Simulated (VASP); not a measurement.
# Y (Im-3m) in VASP: further runs

The runs below take Y through relaxation of cell and atoms, with PBE.

All numbers are computed with VASP 6.6.1; they aren't measurements. Logs are shortened: lines on timing, memory, paths and dates and some standing lists are left out, and cuts for length are marked.

**1. The cell of the first run**

Symmetry: Im-3m, No. 229, cubic system. Conventional cell: a = 4.039 Å, b = 4.039 Å, c = 4.039 Å, α = 90.00°, β = 90.00°, γ = 90.00°. Within 4.6 Å of Y (site symmetry m-3m) lie 14 Y at 3.50 to 4.04 Å.

This isn't the form of Y at room conditions, which is hcp.

**2. Relaxation of cell and atoms, PBE**

INCAR reads:

```
  ALGO = Normal
  EDIFF = 1E-7
  EDIFFG = -0.005
  ENCUT = 600
  GGA = PE
  IBRION = 2
  ISIF = 3
  ISMEAR = -1
  LASPH = T
  LCHARG = F
  LREAL = F
  LWAVE = F
  NELM = 100
  NSW = 60
  PREC = Accurate
  SIGMA = 0.05
```

KPOINTS reads:

```
k-points
0
Gamma
  14 14 14
```

POSCAR reads:

```
Y
1.0
   -2.0193946492      2.0193946492      2.0193946492
    2.0193946492     -2.0193946492      2.0193946492
    2.0193946492      2.0193946492     -2.0193946492
Y
1
Direct
    0.0000000000      0.0000000000      0.0000000000
```

Potentials or basis: VASP PAW PBE potentials, release 64 (Y_sv).

On the command line:

```bash
$ cat potpaw_PBE.64/Y_sv/POTCAR > POTCAR
$ mpirun -np 1 vasp_std > vasp.out
```

OUTCAR:

```text
EDIFF = 1E-7
   EDIFFG = -0.005
   ENCUT = 600
   GGA = PE
   IBRION = 2
   ISIF = 3
   ISMEAR = -1
   LASPH = T
   LREAL = F
   NELM = 100
   NSW = 60
   PREC = Accurate

 ion  position               nearest neighbor table
   1  0.000  0.000  0.000-

  LATTYP: Found a body centered cubic cell.
 ALAT       =     4.0387892984

  Lattice vectors:

 A1 = (  -2.0193946492,   2.0193946492,   2.0193946492)
 A2 = (   2.0193946492,  -2.0193946492,   2.0193946492)
 A3 = (   2.0193946492,   2.0193946492,  -2.0193946492)

Analysis of symmetry for initial positions (statically):
=====================================================================
 Subroutine PRICEL returns:
 Original cell was already a primitive cell.

 Routine SETGRP: Setting up the symmetry group for a
 body centered cubic supercell.

 Subroutine GETGRP returns: Found 48 space group operations
 (whereof 48 operations were pure point group operations)
 out of a pool of 48 trial point group operations.

The static configuration has the point symmetry O_h .

Analysis of symmetry for dynamics (positions and initial velocities):
=====================================================================
 Subroutine PRICEL returns:
 Original cell was already a primitive cell.

 Routine SETGRP: Setting up the symmetry group for a
 body centered cubic supercell.

 Subroutine GETGRP returns: Found 48 space group operations
 (whereof 48 operations were pure point group operations)
 out of a pool of 48 trial point group operations.

The dynamic configuration has the point symmetry O_h .

 Subroutine INISYM returns: Found 48 space group operations
 (whereof 48 operations are pure point group operations),
 and found     1 'primitive' translations

----------------------------------------------------------------------------------------

                                     Primitive cell

  volume of cell :      32.9400

  direct lattice vectors                    reciprocal lattice vectors
    -2.019394649  2.019394649  2.019394649     0.000000000  0.247598953  0.247598953
     2.019394649 -2.019394649  2.019394649     0.247598953  0.000000000  0.247598953
[... 140 lines left out ...]
  in kB       -0.4544949     -0.4544949     -0.4544949     -0.0000000     -0.0000000      0.0000000
  external PRESSURE =      -0.4544949 kB  Pullay stress =       0.0000000 kB

 VOLUME and BASIS-vectors are now :
 -----------------------------------------------------------------------------
  energy-cutoff  :      600.00
  volume of cell :       32.94
      direct lattice vectors                 reciprocal lattice vectors
    -2.019394649  2.019394649  2.019394649     0.000000000  0.247598953  0.247598953
     2.019394649 -2.019394649  2.019394649     0.247598953  0.000000000  0.247598953
     2.019394649  2.019394649 -2.019394649     0.247598953  0.247598953  0.000000000

 POSITION                                       TOTAL-FORCE (eV/Angst)
 -----------------------------------------------------------------------------------
      0.00000      0.00000      0.00000        -0.000000      0.000000      0.000000
 -----------------------------------------------------------------------------------
    total drift:                               -0.000000     -0.000000     -0.000000

  FREE ENERGIE OF THE ION-ELECTRON SYSTEM (eV)
  ---------------------------------------------------
  free  energy   TOTEN  =        -6.3195221003 eV

  energy  without entropy=       -6.2985099048  energy(sigma->0) =       -6.30901600

--------------------------------------- Ionic step        2  -------------------------------------------

 number of electron      11.0000001 magnetization

 Free energy of the ion-electron system (eV)
  ---------------------------------------------------
  ext. energy  EPLUGINS =         0.00000000
  ---------------------------------------------------
  free energy    TOTEN  =        -6.31952713 eV

  energy without entropy =       -6.29854606  energy(sigma->0) =       -6.30903659

 E-fermi :   3.1331     XC(G=0):  -9.4241

 val. band max:        3.1270971731   @ k =   0.3571   0.2143   0.0000
 cond. band min:       3.1388268948   @ k =   0.2143   0.1429   0.1429
 fundamental gap:      0.0117297217
 Fermi energy:         3.1330678718

 k-point     1 :       0.0000    0.0000    0.0000
  band No.  band energies     occupation
      1     -39.7364      2.00000
      2     -19.4335      2.00000
      3     -19.4335      2.00000
      4     -19.4335      2.00000
      5      -1.6816      2.00000
      6       4.7902      0.00000
      7       4.7902      0.00000
      8       4.7902      0.00000
      9       6.6998      0.00000
[... 265 lines left out ...]
 k-point    24 :       0.3571    0.2857   -0.0000
  band No.  band energies     occupation
      1     -39.6619      2.00000
      2     -19.8492      2.00000
      3     -19.7654      2.00000
      4     -19.5007      2.00000
      5       2.3823      2.00000
      6       3.0069      1.85166
      7       3.0767      1.51056
      8       6.8096      0.00000
      9       7.1361      0.00000

 [... further k-points ...]

------------------------ aborting loop because EDIFF is reached ----------------------------------------

  FORCE on cell =-STRESS in cart. coord.  units (eV):
  Direction    XX          YY          ZZ          XY          YZ          ZX
  --------------------------------------------------------------------------------------
  -------------------------------------------------------------------------------------
  Total        0.0016703      0.0016703      0.0016703      0.0000000      0.0000000     -0.0000000
  in kB        0.0813497      0.0813497      0.0813497      0.0000000      0.0000000     -0.0000000
  external PRESSURE =       0.0813497 kB  Pullay stress =       0.0000000 kB

 VOLUME and BASIS-vectors are now :
 -----------------------------------------------------------------------------
  energy-cutoff  :      600.00
  volume of cell :       32.90
      direct lattice vectors                 reciprocal lattice vectors
    -2.018484328  2.018484328  2.018484328     0.000000000  0.247710618  0.247710618
     2.018484328 -2.018484328  2.018484328     0.247710618  0.000000000  0.247710618
     2.018484328  2.018484328 -2.018484328     0.247710618  0.247710618  0.000000000

 POSITION                                       TOTAL-FORCE (eV/Angst)
 -----------------------------------------------------------------------------------
      4.03697      0.00000      0.00000        -0.000000      0.000000     -0.000000
 -----------------------------------------------------------------------------------
    total drift:                                0.000000     -0.000000     -0.000000

  FREE ENERGIE OF THE ION-ELECTRON SYSTEM (eV)
  ---------------------------------------------------
  free  energy   TOTEN  =        -6.3195271266 eV

  energy  without entropy=       -6.2985460557  energy(sigma->0) =       -6.30903659

 reached required accuracy - stopping structural energy minimisation
```

OSZICAR:

```text
N       E                     dE             d eps       ncg     rms          rms(c)
DAV:   1     0.213131536444E+02    0.21313E+02   -0.63362E+03  1880   0.124E+03
DAV:   2    -0.531315070074E+01   -0.26626E+02   -0.26135E+02  2232   0.172E+02
DAV:   3    -0.650409634129E+01   -0.11909E+01   -0.11762E+01  2769   0.248E+01
[... 16 lines left out ...]
DAV:   4    -0.631951527744E+01   -0.36510E-05   -0.32670E-06  1977   0.156E-02    0.170E-02
DAV:   5    -0.631952518902E+01   -0.99116E-05   -0.96256E-06  2917   0.164E-02    0.451E-03
DAV:   6    -0.631952588813E+01   -0.69911E-06   -0.24201E-07  1795   0.403E-03    0.322E-03
DAV:   7    -0.631952708747E+01   -0.11993E-05   -0.10929E-06  2857   0.571E-03    0.511E-04
DAV:   8    -0.631952712657E+01   -0.39101E-07   -0.70338E-09  1013   0.779E-04
   2 F= -.63195271E+01 E0= -.63090366E+01  d E =-.502623E-05
```

CONTCAR:

```text
Y
   1.00000000000000
    -2.0184843284932259    2.0184843284932259    2.0184843284932259
     2.0184843284932259   -2.0184843284932259    2.0184843284932259
     2.0184843284932259    2.0184843284932259   -2.0184843284932259
  Y
     1
Direct
     0.0000000000000000    1.0000000000000000    1.0000000000000000

  0.00000000E+00  0.00000000E+00  0.00000000E+00
```

Wall time 41 s (1 thread of Intel Xeon Platinum 8488C (Sapphire Rapids), shared host); peak memory 0.21 GiB.

What came out:

```
Free energy                           : -6.3195 eV
Relaxed volume                        : 32.90 Å³/atom
Relaxed cell                          : a = 3.496 Å, b = 3.496 Å, c = 3.496 Å, α = 109.47°, β = 109.47°, γ = 109.47°
Space group after relaxing (to 0.1 Å) : Im-3m (No. 229)
Energy gained by relaxing             : 0.0 meV/atom
Ionic steps                           : 2
Pressure after relaxing               : 0.0 GPa
Band gap on the k mesh                : zero (an odd number of electrons rules out a gap without spin polarisation)
```

Final structure:
```xyz
1
Lattice="-2.0185 2.0185 2.0185 2.0185 -2.0185 2.0185 2.0185 2.0185 -2.0185" Properties=species:S:1:pos:R:3 pbc="T T T"
Y     4.0370    0.0000    0.0000
```

**3. Relaxation of cell and atoms, PBE**

INCAR reads:

```
PREC     = Accurate       # precision mode
ENCUT    = 600            # plane-wave cutoff, eV
EDIFF    = 1E-7           # SCF threshold, eV
ISMEAR   = -1             # smearing method
SIGMA    = 0.05           # smearing width, eV
LREAL    = F              # projectors in reciprocal space
LASPH    = T              # aspherical terms in the spheres
NELM     = 80             # most SCF steps
ALGO     = Normal         # electronic algorithm
ISIF     = 3              # what is computed and relaxed
LWAVE    = F              # write WAVECAR
LCHARG   = F              # write CHGCAR
GGA      = PE             # functional
IBRION   = 2              # ionic algorithm
NSW      = 45             # ionic steps
EDIFFG   = -0.005         # ionic threshold
```

KPOINTS reads:

```
Automatic mesh
0
Gamma
  14 14 14
```

POSCAR reads:

```
Y
1.0
   -2.0203104619      2.0203104619      2.0203104619
    2.0203104619     -2.0203104619      2.0203104619
    2.0203104619      2.0203104619     -2.0203104619
Y
1
Direct
    0.0000000000      0.0000000000      0.0000000000
```

Potentials or basis: VASP PAW PBE potentials, release 64 (Y_sv).

On the command line:

```bash
$ cat potpaw_PBE.64/Y_sv/POTCAR > POTCAR
$ mpirun -np 1 vasp_std > vasp.out
```

Run time: 39 s. Hardware: 1 thread of Intel Xeon Platinum 8488C (Sapphire Rapids), shared host; peak memory 0.2 GiB.

The run converged. Its results:

```
Free energy                           : -6.3195 eV
Relaxed volume                        : 32.89 Å³/atom
Relaxed cell                          : a = 3.496 Å, b = 3.496 Å, c = 3.496 Å, α = 109.47°, β = 109.47°, γ = 109.47°
Space group after relaxing (to 0.1 Å) : Im-3m (No. 229)
Energy gained by relaxing             : 0.0 meV/atom
Ionic steps                           : 2
Pressure after relaxing               : 0.0 GPa
Band gap on the k mesh                : zero (an odd number of electrons rules out a gap without spin polarisation)
```

Final structure:
```
Y
1.0
    -2.01835    2.01835    2.01835
     2.01835   -2.01835    2.01835
     2.01835    2.01835   -2.01835
Y
1
Direct
  0.00000 0.00000 0.00000
```

Levels at points of the mesh, in eV from the Fermi level:
| k point | band 1 | band 2 | band 3 | band 4 | band 5 | band 6 | band 7 | band 8 | band 9 |
| --- | --- | --- | --- | --- | --- | --- | --- | --- | --- |
| (0.00, 0.00, 0.00) | -42.87 | -22.57 | -22.57 | -22.57 | -4.81 | 1.66 | 1.66 | 1.66 | 3.57 |
| (0.50, 0.00, 0.00) | -42.80 | -23.11 | -22.74 | -22.57 | -1.99 | 0.17 | 0.73 | 3.50 | 4.14 |
| (0.50, 0.50, 0.50) | -42.75 | -22.95 | -22.95 | -22.95 | -1.46 | -1.46 | 5.26 | 5.26 | 5.26 |
